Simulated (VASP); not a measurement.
Write the native input for VASP 6.6.1 that does the following.

| Quantity | Value |
| --- | --- |
| Task | band structure |
| Functional | HSE06 |
| Potentials or basis | VASP PAW PBE potentials, release 64 (Zn, S) |
| Cutoff | 520 eV |
| k mesh | 6 × 6 × 4 |
| Occupations | gaussian, width 0.02 eV |
| Spin | no spin polarisation |
| Grid for exact exchange (PRECFOCK) | Fast |
| Further INCAR settings | ALGO = Normal; EDIFF = 1e-07 |
| Share of exact exchange | 0.25 |
| Screening parameter | 0.2 1/Å |

ZnS:

```
Zn S
1.0
     3.81100    0.00000    0.00000
    -1.90550    3.30042    0.00000
     0.00000    0.00000    6.23400
Zn S
2 2
Direct
  0.66667 0.33333 0.50000
  0.33333 0.66667 0.00000
  0.66667 0.33333 0.88500
  0.33333 0.66667 0.38500
```

The input as run:

POSCAR

```
ZnS
1.0
    3.8110000000      0.0000000000      0.0000000000
   -1.9055000000      3.3004228138      0.0000000000
    0.0000000000      0.0000000000      6.2340000000
Zn S
2 2
Direct
    0.6666666667      0.3333333333      0.5000000000
    0.3333333333      0.6666666667      0.0000000000
    0.6666666667      0.3333333333      0.8850000000
    0.3333333333      0.6666666667      0.3850000000
```

INCAR.step1

```
SYSTEM = ZnS
ALGO = Normal
EDIFF = 1E-5
ENCUT = 520
GGA = PE
ISIF = 2
ISMEAR = 0
KPAR = 4
LASPH = .TRUE.
LCHARG = .FALSE.
LREAL = .FALSE.
LWAVE = .TRUE.
NELM = 60
PREC = Accurate
SIGMA = 0.02
```

INCAR.step2

```
SYSTEM = ZnS
ALGO = Normal
EDIFF = 1E-7
ENCUT = 520
GGA = PE
HFSCREEN = 0.2
ISIF = 2
ISMEAR = 0
ISTART = 1
KPAR = 4
LASPH = .TRUE.
LCHARG = .FALSE.
LHFCALC = .TRUE.
LREAL = .FALSE.
LWAVE = .FALSE.
NELM = 60
PREC = Accurate
PRECFOCK = Fast
SIGMA = 0.02
```

KPOINTS

```
k-points
0
G
  6 6 4
  0 0 0
```

KPOINTS_OPT

```
path GMKGALHA,LM,KH
8
line-mode
reciprocal
 0.0000000000  0.0000000000  0.0000000000  G
 0.5000000000  0.0000000000  0.0000000000  M

 0.5000000000  0.0000000000  0.0000000000  M
 0.3333333333  0.3333333333  0.0000000000  K

 0.3333333333  0.3333333333  0.0000000000  K
 0.0000000000  0.0000000000  0.0000000000  G

 0.0000000000  0.0000000000  0.0000000000  G
 0.0000000000  0.0000000000  0.5000000000  A

 0.0000000000  0.0000000000  0.5000000000  A
 0.5000000000  0.0000000000  0.5000000000  L

 0.5000000000  0.0000000000  0.5000000000  L
 0.3333333333  0.3333333333  0.5000000000  H

 0.3333333333  0.3333333333  0.5000000000  H
 0.0000000000  0.0000000000  0.5000000000  A

 0.5000000000  0.0000000000  0.5000000000  L
 0.5000000000  0.0000000000  0.0000000000  M

 0.3333333333  0.3333333333  0.0000000000  K
 0.3333333333  0.3333333333  0.5000000000  H
```

Potentials or basis: VASP PAW PBE potentials, release 64 (Zn, S).

Command:

```bash
$ cat potpaw_PBE.64/Zn/POTCAR potpaw_PBE.64/S/POTCAR > POTCAR
$ cp INCAR.step1 INCAR
$ mpirun -np 4 vasp_std > vasp.out
$ cp INCAR.step2 INCAR
$ mpirun -np 4 vasp_std > vasp.out
```

Results of the run:

The pressure is 1.7 GPa, the largest force is 0.328 eV/Å and the band gap on the k mesh is 3.47 eV. The band gap along the path is 3.47 eV.

Caveat: the PAW data sets were made with another functional, which shifts forces and pressure a little.

Run time: 92 min on 4 MPI ranks on AMD EPYC 7R13 Processor (Zen 3), on a shared host, peak memory 0.43 GiB a rank.
